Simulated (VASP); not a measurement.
## Ba: single point with PBE

Crystal: Ba.

```
CELL_PARAMETERS angstrom
-3.82496 3.82398 2.07056
3.82398 -3.82496 2.07056
3.82674 3.82674 -2.07235
ATOMIC_POSITIONS crystal
Ba 0.00005 0.99995 0.00000
Ba 0.74995 0.25005 0.50000
```

```json
{
 "Program": "VASP 6.6.1",
 "Task": "single point",
 "Functional": "PBE",
 "Potentials or basis": "VASP PAW PBE potentials, release 64 (Ba_sv)",
 "Cutoff": "520 eV",
 "k mesh": "10 × 10 × 7",
 "Occupations": "fermi-dirac, width 0.1 eV",
 "Spin": "no spin polarisation"
}
```

| Item | Value |
| --- | --- |
| Pressure | 0.1 GPa |
| Band gap on the k mesh | zero (bands 10 and 11 overlap by 0.18 eV) |

Forces in eV/Å, atoms in the order of the input:
```
Ba   0.002 -0.002  0.000
Ba  -0.002  0.002  0.000
```

Levels at points of the mesh, in eV from the Fermi level:
```
           k point  band 6  band 7  band 8  band 9  band 10  band 11  band 12  band 13  band 14  band 15
(0.00, 0.00, 0.00)  -13.87  -13.83  -13.83   -2.62    -0.83     0.39     0.48     1.10     2.98     2.98
(0.50, 0.00, 0.00)  -14.07  -14.01  -13.80   -0.63    -0.44     0.29     0.96     1.39     1.92     1.96
(0.50, 0.50, 0.00)  -14.15  -13.84  -13.83   -1.04    -1.04     0.65     0.65     1.55     1.55     2.27
```

It took 4.5 min on 1 thread of AMD EPYC 9R45 96-Core Processor (Zen 5) (shared host), peak memory 0.52 GiB.

Caveat: spin-orbit coupling is left out, which moves the levels of the heavy elements.
